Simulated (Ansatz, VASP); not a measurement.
## Two plane-wave programs on AlH6

File INCAR:

```
  ALGO = Normal
  EDIFF = 1E-6
  ENCUT = 520
  GGA = PE
  ISIF = 2
  ISMEAR = 0
  LASPH = True
  LCHARG = True
  LELF = True
  LREAL = False
  LVHAR = True
  LWAVE = False
  NBANDS = 14
  NELM = 80
  PREC = Accurate
  SIGMA = 0.1
```

File KPOINTS:

```
k-points
0
Gamma
  6 6 4
```

Contents of POSCAR:

```
AlH6
1.0
    3.7154203900      0.0000000000      0.0000000000
   -1.8577101900      3.2176484400      0.0000000000
    0.0000000000      0.0000000000      4.8265946500
Al H
1 6
Direct
    0.0000000000      0.0000000000      0.0000000000
    0.3333333300      0.6666666700      0.5000000000
    0.6666666700      0.3333333300      0.5000000000
    0.5000000000      0.0000000000      0.0000000000
    0.0000000000      0.5000000000      0.0000000000
    0.5000000000      0.5000000000      0.0000000000
    0.0000000000      0.0000000000      0.5000000000
```

Input for Ansatz:

```yaml
crystal:
  lattice:
    - [3.71542039, 0.0, 0.0]
    - [-1.85771019, 3.21764844, 0.0]
    - [0.0, 0.0, 4.82659465]
  atoms:
    - { symbol: Al, position: [0.0, 0.0, 0.0] }
    - { symbol: H, position: [0.33333333, 0.66666667, 0.5] }
    - { symbol: H, position: [0.66666667, 0.33333333, 0.5] }
    - { symbol: H, position: [0.5, 0.0, 0.0] }
    - { symbol: H, position: [0.0, 0.5, 0.0] }
    - { symbol: H, position: [0.5, 0.5, 0.0] }
    - { symbol: H, position: [0.0, 0.0, 0.5] }
basis:
  ecutwfc: 420
kpoints:
  mp_grid: { grid: [6, 6, 4] }
hamiltonian:
  xc: pbe
scf:
  occupations: { method: gaussian, width: 0.1 }
  lower_state_search: "off"
output:
  forces: true
  stress: true
  eigenvalues: true
```

Alike in both runs: task single point; functional PBE; k mesh 6 × 6 × 4; occupations gaussian, width 0.1 eV; no spin polarisation.

```csv
,VASP,Ansatz
version,VASP 6.6.1,Ansatz 0.2.0
potentials or method,"VASP PAW PBE potentials, release 64 (Al, H), cutoff 520 eV","scalar-relativistic, plane waves, PAW"
valence electrons in the cell,9,9
```

```tsv
	VASP	Ansatz	Ansatz less VASP
gap on the k mesh at the Fermi level (eV)	none	none	-
pressure (GPa)	-9.5	-9.3	+0.16
traceless stress, the component that is largest in VASP (GPa)	1.18	1.18	+0.005
```

A gap of «none» marks a metal or a gap that the smearing closes.
